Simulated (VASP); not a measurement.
A run of VASP 6.6.1:

Contents of INCAR:

```
PREC = Accurate
ENCUT = 600
EDIFF = 1E-6
ISMEAR = 0
SIGMA = 0.1
LREAL = False
LASPH = True
NELM = 200
ALGO = Normal
ISIF = 2
LWAVE = False
LCHARG = False
GGA = PE
NBANDS = 29
GGA_COMPAT = False
LMAXMIX = 6
```

KPOINTS

```
regular mesh
0
Gamma
  4 4 4
```

POSCAR

```
Nd2CdC2
1.0
    4.1630407537      0.0000000000      0.0000000000
    0.0202593829      4.1760697252      0.0000000000
    0.3670567593      0.5111158738      6.3975270472
Nd Cd C
2 1 2
Direct
    0.5000000000      0.0000000000      0.0000000000
    0.0000000000      0.5000000000      0.5000000000
    0.0000000000      0.5000000000      0.0000000000
    0.4947649482      0.9920587148      0.3995324120
    0.5052350518      0.0079412852      0.6004675880
```

Potentials or basis: VASP PAW PBE potentials, release 64 (Nd_3, Cd, C), 4f in core.

Run with:

```bash
$ cat potpaw_PBE.64/Nd_3/POTCAR potpaw_PBE.64/Cd/POTCAR potpaw_PBE.64/C/POTCAR > POTCAR
$ mpirun -np 1 vasp_std > vasp.out
```

Hardware: 1 thread of Intel(R) Xeon(R) Platinum 8559C (Emerald Rapids), with other jobs on the host.

Question: Estimate the wall time of this run.

Answer: Wall time 100 s on 1 thread of Intel(R) Xeon(R) Platinum 8559C (Emerald Rapids) (shared host), peak memory 0.33 GiB. Counts: scf iterations 14, k points 36.
